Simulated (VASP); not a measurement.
# Te (Pm-3m) in VASP: relaxation of cell and atoms with PBEsol

Aim: the relaxation of cell and atoms of Te with PBEsol.

Everything below comes from runs of VASP 6.6.1. Logs are shortened: lines on timing, memory, paths and dates and some standing lists are left out, and cuts for length are marked.

### Step 1. The cell of the first run

It takes space group Pm-3m (No. 221, cubic). Conventional cell: a = 3.060 Å, b = 3.060 Å, c = 3.060 Å, α = 90.00°, β = 90.00°, γ = 90.00°. Te (site symmetry m-3m) has 6 Te at 3.06 Å within 4.0 Å.

This isn't the form of Te at room conditions, which is trigonal, of chains.

### Step 2. Relaxation of cell and atoms, PBEsol

Input file INCAR:

```
SYSTEM = Te
PREC = Accurate ; ENCUT = 600
EDIFF = 1E-7 ; ISMEAR = -1
SIGMA = 0.02 ; LREAL = .FALSE.
LASPH = .TRUE. ; NELM = 60
ALGO = Normal ; ISIF = 3
LWAVE = .FALSE. ; LCHARG = .FALSE.
GGA = PS ; IBRION = 2
NSW = 80 ; EDIFFG = -0.02
```

Input file KPOINTS:

```
Automatic mesh
0
G
  8 8 8
  0 0 0
```

Input file POSCAR:

```
Te
1.0
    3.0600000000      0.0000000000      0.0000000000
    0.0000000000      3.0600000000      0.0000000000
    0.0000000000      0.0000000000      3.0600000000
Te
1
Direct
    0.0000000000      0.0000000000      0.0000000000
```

Potentials or basis: VASP PAW PBE potentials, release 64 (Te).

On the command line:

```sh
> cat potpaw_PBE.64/Te/POTCAR > POTCAR
> mpirun -np 1 vasp_std > vasp.out
```

OUTCAR:

```text
SYSTEM = Te
   PREC = Accurate
   ENCUT = 600
   EDIFF = 1E-7
   ISMEAR = -1
   LREAL = .FALSE.
   LASPH = .TRUE.
   NELM = 60
   ISIF = 3
   GGA = PS
   IBRION = 2
   NSW = 80
   EDIFFG = -0.02

 ion  position               nearest neighbor table
   1  0.000  0.000  0.000-

  LATTYP: Found a simple cubic cell.
 ALAT       =     3.0600000000

  Lattice vectors:

 A1 = (   3.0600000000,   0.0000000000,   0.0000000000)
 A2 = (   0.0000000000,   3.0600000000,   0.0000000000)
 A3 = (   0.0000000000,   0.0000000000,   3.0600000000)

Analysis of symmetry for initial positions (statically):
=====================================================================
 Subroutine PRICEL returns:
 Original cell was already a primitive cell.

 Routine SETGRP: Setting up the symmetry group for a
 simple cubic supercell.

 Subroutine GETGRP returns: Found 48 space group operations
 (whereof 48 operations were pure point group operations)
 out of a pool of 48 trial point group operations.

The static configuration has the point symmetry O_h .

Analysis of symmetry for dynamics (positions and initial velocities):
=====================================================================
 Subroutine PRICEL returns:
 Original cell was already a primitive cell.

 Routine SETGRP: Setting up the symmetry group for a
 simple cubic supercell.

 Subroutine GETGRP returns: Found 48 space group operations
 (whereof 48 operations were pure point group operations)
 out of a pool of 48 trial point group operations.

The dynamic configuration has the point symmetry O_h .

 Subroutine INISYM returns: Found 48 space group operations
 (whereof 48 operations are pure point group operations),
 and found     1 'primitive' translations

----------------------------------------------------------------------------------------

                                     Primitive cell

  volume of cell :      28.6526

  direct lattice vectors                    reciprocal lattice vectors
     3.060000000  0.000000000  0.000000000     0.326797386  0.000000000  0.000000000
     0.000000000  3.060000000  0.000000000     0.000000000  0.326797386  0.000000000
     0.000000000  0.000000000  3.060000000     0.000000000  0.000000000  0.326797386

  length of vectors
     3.060000000  3.060000000  3.060000000     0.326797386  0.326797386  0.326797386

  position of ions in fractional coordinates (direct lattice)
     0.000000000  0.000000000  0.000000000

  ion indices of the primitive-cell ions
   primitive index   ion index
                 1           1

----------------------------------------------------------------------------------------

 KPOINTS: Automatic mesh

Automatic generation of k-mesh.
 Grid dimensions read from file:
 generate k-points for:    8    8    8

 Generating k-lattice:

  Cartesian coordinates                     Fractional coordinates (reciprocal lattice)
     0.040849673  0.000000000  0.000000000     0.125000000  0.000000000  0.000000000
     0.000000000  0.040849673  0.000000000     0.000000000  0.125000000  0.000000000
     0.000000000  0.000000000  0.040849673     0.000000000  0.000000000  0.125000000

  Length of vectors
     0.040849673  0.040849673  0.040849673

  Shift w.r.t. Gamma in fractional coordinates (k-lattice)
     0.000000000  0.000000000  0.000000000

 Subroutine IBZKPT returns following result:
 ===========================================

 Found     35 irreducible k-points:

 Following reciprocal coordinates:
            Coordinates               Weight
  0.000000  0.000000  0.000000      1.000000
  0.125000  0.000000  0.000000      6.000000
  0.250000  0.000000  0.000000      6.000000
  0.375000  0.000000  0.000000      6.000000
  0.500000  0.000000  0.000000      3.000000
  0.125000  0.125000  0.000000     12.000000
[... 16 lines left out ...]
  0.375000  0.375000  0.125000     24.000000
  0.500000  0.375000  0.125000     24.000000
 [... further k-points ...]
   k-points           NKPTS =     35   k-points in BZ     NKDIM =     35   number of bands    NBANDS=      7
   number of dos      NEDOS =    301   number of ions     NIONS =      1
   total plane-waves  NPLWV =  13824
   dimension x,y,z NGX =    24 NGY =   24 NGZ =   24
   dimension x,y,z NGXF=    48 NGYF=   48 NGZF=   48
   ions per type =               1
   NGX,Y,Z   is equivalent  to a cutoff of  13.04, 13.04, 13.04 a.u.
   NGXF,Y,Z  is equivalent  to a cutoff of  26.08, 26.08, 26.08 a.u.
 SYSTEM =  Te
   PREC   = accura    normal or accurate (medium, high low for compatibility)
   ISTART =      0    job   : 0-new  1-cont  2-samecut
   ICHARG =      2    charge: 1-file 2-atom 10-const
   ISPIN  =      1    spin polarized calculation?
   LNONCOLLINEAR =      F non collinear calculations
   LSORBIT =      F    spin-orbit coupling
   LASPH  =      T    aspherical Exc in radial PAW
   ENCUT  =  600.0 eV  44.10 Ry    6.64 a.u.   6.11  6.11  6.11*2*pi/ulx,y,z
   NELM   =     60;   NELMIN=  2; NELMDL= -5     # of ELM steps
   EDIFF  = 0.1E-06   stopping-criterion for ELM
   LREAL  =      F    real-space projection
   EDIFFG = -.2E-01   stopping-criterion for IOM
   NSW    =     80    number of steps for IOM
   IBRION =      2    ionic relax: 0-MD 1-quasi-New 2-CG
   NFREE  =      1    steps in history (QN), initial steepest desc. (CG)
   ISIF   =      3    stress and relaxation
   ISYM   =      2    0-nonsym 1-usesym 2-fastsym
   POTIM  = 0.5000    time-step for ionic-motion
   TEBEG  =    0.0;   TEEND  =   0.0 temperature during run
   PSTRESS=    0.0 pullay stress
   NELECT =       6.0000    total number of electrons
   NUPDOWN=      -1.0000    fix difference up-down
   EMIN   =  10.00;   EMAX   =-10.00  energy-range for DOS
   EFERMI =   0.00;   METHOD = LEGACY
   ISMEAR =    -1;   SIGMA  =   0.02  broadening in eV -4-tet -1-fermi 0-gaus
   EFERMI_NEDOS =   21; number of points for ismear=-14 and -15
   IALGO  =     38    algorithm
   IMIX   =      4    mixing-type and parameters
     AMIX     =   0.40;   BMIX     =  1.00
     AMIX_MAG =   1.60;   BMIX_MAG =  1.00
  volume/ion in A,a.u.               =      28.65       193.36
  Fermi-wavevector in a.u.,A,eV,Ry     =   0.972159  1.837114 12.858764  0.945092
  Thomas-Fermi vector in A             =   2.102434
   LORBIT       =      0    0 simple, 1 ext, 2 COOP (PROOUT), +10 PAW based schemes
   GGA     = PS    functional components
   LHFCALC =     F    Hartree Fock is set to
   AEXX    =    0.0000 exact exchange contribution
   IVDW    =     0    specifies the selected vdW correction
   LEPSILON=     F    determine dielectric tensor
   LRPA    =     F    only Hartree local field effects (RPA)
 conjugate gradient relaxation of ions
 non-spin polarized calculation
  energy-cutoff  :      600.00
  volume of cell :       28.65
 maximum number of plane-waves:       972
   NGX = 13   NGY = 13   NGZ = 13

--------------------------------------- Ionic step        1  -------------------------------------------

 number of electron       6.0000001 magnetization

 Free energy of the ion-electron system (eV)
  ---------------------------------------------------
  ext. energy  EPLUGINS =         0.00000000
  ---------------------------------------------------
  free energy    TOTEN  =        -3.44713664 eV

  energy without entropy =       -3.44568414  energy(sigma->0) =       -3.44641039

------------------------ aborting loop because EDIFF is reached ----------------------------------------

  FORCE on cell =-STRESS in cart. coord.  units (eV):
  Direction    XX          YY          ZZ          XY          YZ          ZX
  --------------------------------------------------------------------------------------
  -------------------------------------------------------------------------------------
  Total        1.2263468      1.2263468      1.2263468     -0.0000000     -0.0000000      0.0000000
  in kB       68.5740186     68.5740186     68.5740186     -0.0000000     -0.0000000      0.0000000
  external PRESSURE =      68.5740186 kB  Pullay stress =       0.0000000 kB
[... 55 lines left out ...]
  energy  without entropy=       -3.4690935648  energy(sigma->0) =       -3.46973957

--------------------------------------- Ionic step        3  -------------------------------------------

 number of electron       5.9999999 magnetization

 Free energy of the ion-electron system (eV)
  ---------------------------------------------------
  ext. energy  EPLUGINS =         0.00000000
  ---------------------------------------------------
  free energy    TOTEN  =        -3.50280676 eV

  energy without entropy =       -3.50140650  energy(sigma->0) =       -3.50210663

 E-fermi :   6.8670     XC(G=0):  -9.5854

 val. band max:        6.8059099966   @ k =   0.5000   0.5000   0.2500
 cond. band min:       6.8730351534   @ k =   0.2500   0.1250   0.0000
 fundamental gap:      0.0671251568
 Fermi energy:         6.8670049761

 k-point     1 :       0.0000    0.0000    0.0000
  band No.  band energies     occupation
      1      -7.1145      2.00000
      2       8.0194      0.00000
      3       8.0194      0.00000
      4       8.0194      0.00000
      5      12.7873      0.00000
      6      12.7873      0.00000
      7      13.2551      0.00000
[... 221 lines left out ...]
 k-point    24 :       0.5000    0.3750    0.1250
  band No.  band energies     occupation
      1      -3.6097      2.00000
      2       2.0284      2.00000
      3       3.2530      2.00000
      4       9.0787      0.00000
      5       9.6384      0.00000
      6      15.7374      0.00000
      7      16.8445      0.00000

 [... further k-points ...]

------------------------ aborting loop because EDIFF is reached ----------------------------------------

  FORCE on cell =-STRESS in cart. coord.  units (eV):
  Direction    XX          YY          ZZ          XY          YZ          ZX
  --------------------------------------------------------------------------------------
  -------------------------------------------------------------------------------------
  Total       -0.0005244     -0.0005244     -0.0005244     -0.0000000     -0.0000000      0.0000000
  in kB       -0.0266547     -0.0266547     -0.0266547     -0.0000000     -0.0000000      0.0000000
  external PRESSURE =      -0.0266547 kB  Pullay stress =       0.0000000 kB
[... 16 lines left out ...]
  FREE ENERGIE OF THE ION-ELECTRON SYSTEM (eV)
  ---------------------------------------------------
  free  energy   TOTEN  =        -3.5028067590 eV

  energy  without entropy=       -3.5014065036  energy(sigma->0) =       -3.50210663

 reached required accuracy - stopping structural energy minimisation
```

Wall time 28 s (1 thread of AMD EPYC 7R13, shared host); peak memory 0.11 GiB.

Results:

- Free energy: -3.5028 eV
- Relaxed volume: 31.52 Å³/atom
- Relaxed cell: a = 3.159 Å, b = 3.159 Å, c = 3.159 Å, α = 90.00°, β = 90.00°, γ = 90.00°
- Space group after relaxing (to 0.1 Å): Pm-3m (No. 221)
- Energy gained by relaxing: 55.7 meV/atom
- Ionic steps: 3
- Pressure after relaxing: 0.0 GPa
- Band gap on the k mesh: zero (bands 3 and 4 overlap by 5.78 eV)

Step by step:
```csv
step,energy change (eV),largest force (eV/Å),pressure (GPa),volume (Å³)
1,0.0000,0.0000,6.86,28.65
2,-0.0232,0.0000,-3.81,34.04
3,-0.0557,0.0000,0.00,31.52
```

Final structure:
```
CELL_PARAMETERS angstrom
3.15883 0.00000 0.00000
0.00000 3.15883 0.00000
0.00000 0.00000 3.15883
ATOMIC_POSITIONS crystal
Te 0.00000 0.00000 0.00000
```

Caveat: the PAW data sets were made with another functional, which shifts forces and pressure a little; spin-orbit coupling is left out, which moves the levels of the heavy elements.
